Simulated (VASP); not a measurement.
## Na: single point with LDA

The system is Na.

```
Na
1.0
    -1.81025    1.81025    2.74545
     1.81025   -1.81025    2.74545
     1.81025    1.81025   -2.74545
Na
1
Cartesian
  0.0000 0.0000 0.0000
```

```
Program             : VASP 6.6.1
Task                : single point
Functional          : LDA
Potentials or basis : VASP PAW LDA potentials, release 64 (Na_pv)
Cutoff              : 520 eV
k mesh              : 18 × 18 × 18
Occupations         : gaussian, width 0.15 eV
Spin                : no spin polarisation
```

```json
{"Pressure": "-0.7 GPa", "Band gap on the k mesh": "zero (an odd number of electrons rules out a gap without spin polarisation)"}
```

Stress tensor (GPa, compression positive):
```
-0.65  0.00  0.00
 0.00 -0.65  0.00
 0.00  0.00 -0.87
```

Levels at points of the mesh, in eV from the Fermi level:
| k point | band 1 | band 2 | band 3 | band 4 | band 5 | band 6 | band 7 | band 8 |
| --- | --- | --- | --- | --- | --- | --- | --- | --- |
| (0.00, 0.00, 0.00) | -24.93 | -24.93 | -24.93 | -3.36 | 11.05 | 11.33 | 11.33 | 12.53 |
| (0.50, 0.00, 0.00) | -24.97 | -24.94 | -24.93 | 0.58 | 0.94 | 9.72 | 10.36 | 10.75 |
| (0.50, 0.50, 0.00) | -24.97 | -24.95 | -24.94 | 2.03 | 2.58 | 6.19 | 6.94 | 7.03 |
| (0.50, 0.50, 0.50) | -24.96 | -24.94 | -24.94 | 1.34 | 1.87 | 6.78 | 7.74 | 7.74 |

Run time: 71 s on 1 thread of AMD EPYC 9R45 96-Core Processor (Zen 5) (shared host), peak memory 0.21 GiB.
